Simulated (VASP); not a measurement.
Wanted: the native input for a VASP 6.6.1 run.

```
Task                   : single point
Functional             : PBE
Potentials or basis    : VASP PAW PBE potentials, release 64 (Ba_sv)
Cutoff                 : 520 eV
k mesh                 : 9 × 9 × 12
Occupations            : gaussian, width 0.15 eV
Spin                   : no spin polarisation
Dipole correction      : no
Further INCAR settings : ALGO = Fast; EDIFF = 1e-07; NBANDS = 17
```

The structure of Ba lies in POSCAR:

```
Ba
1.0
    7.5557524394      0.0000000000      0.0000000000
   -3.7778762197      6.5434735572      0.0000000000
    0.0000000000      0.0000000000      3.9093935500
Ba
2
Direct
    0.3333333333      0.6666666667      0.5000000000
    0.6666666667      0.3333333333      0.5000000000
```

This cell differs from its parent crystal: strain +0.080 along x and y, +0.000 along z.

The input as run:

INCAR

```
ALGO     = Fast           # electronic algorithm
EDIFF    = 1E-7           # SCF threshold, eV
ENCUT    = 520            # plane-wave cutoff, eV
GGA      = PE             # functional
ISIF     = 2              # what is computed and relaxed
ISMEAR   = 0              # smearing method
LASPH    = T              # aspherical terms in the spheres
LCHARG   = F              # write CHGCAR
LREAL    = F              # projectors in reciprocal space
LWAVE    = F              # write WAVECAR
NBANDS   = 17             # bands
NELM     = 60             # most SCF steps
PREC     = Accurate       # precision mode
SIGMA    = 0.15           # smearing width, eV
```

KPOINTS

```
k-points
0
Gamma
  9 9 12
```

Potentials or basis: VASP PAW PBE potentials, release 64 (Ba_sv).

Command:

```sh
$ cat potpaw_PBE.64/Ba_sv/POTCAR > POTCAR
$ mpirun -np 1 vasp_std > vasp.out
```

Results of the run:

| Quantity | Value |
| --- | --- |
| Pressure | 0.0 GPa |
| Band gap on the k mesh | zero (band 10 reaches 0.82 eV, above the bottom of band 11 at 0.10 eV) |

Caveat: the cell differs from its parent crystal (strain +0.080 along x and y, +0.000 along z); spin-orbit coupling is left out, which moves the levels of the heavy elements.

Run time: 3.6 min on 1 thread of Intel(R) Xeon(R) Platinum 8488C (Sapphire Rapids), with other jobs on the host, peak memory 0.44 GiB.
